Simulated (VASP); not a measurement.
The system is Ni.

```
Ni
1.0
     0.00000    1.76194    1.76194
     1.76194    0.00000    1.76194
     1.76194    1.76194    0.00000
Ni
1
Direct
  0.00000 0.00000 0.00000
```

* Program: VASP 6.6.1
* Task: relaxation of cell and atoms
* Functional: RPBE
* Potentials or basis: VASP PAW PBE potentials, release 64 (Ni)
* Cutoff: 600 eV
* k mesh: 15 × 15 × 15
* Occupations: fermi-dirac, width 0.1 eV
* Spin: no spin polarisation

At the start: pressure 4.0 GPa; volume 10.94 Å³/atom.

How do energy, volume and symmetry change on relaxing?

Over 3 steps the energy falls by 2.9 meV/atom and the volume is 11.18 Å³/atom (+2.2 %); space group Fm-3m (No. 225, to 0.05 Å).

Step by step:
```
step  energy change (eV)  largest force (eV/Å)  pressure (GPa)  volume (Å³)
   1              0.0000                0.0000            4.05        10.94
   2             -0.0008                0.0000           -3.11        11.38
   3             -0.0029                0.0000            0.02        11.18
```

Final structure:
```
Ni
1.0
     0.00000    1.77453    1.77453
     1.77453    0.00000    1.77453
     1.77453    1.77453    0.00000
Ni
1
Direct
  0.00000 0.00000 0.00000
```

Caveat: the PAW data sets were made with another functional, which shifts forces and pressure a little; the run has no spin polarisation, though such a crystal can be magnetic.
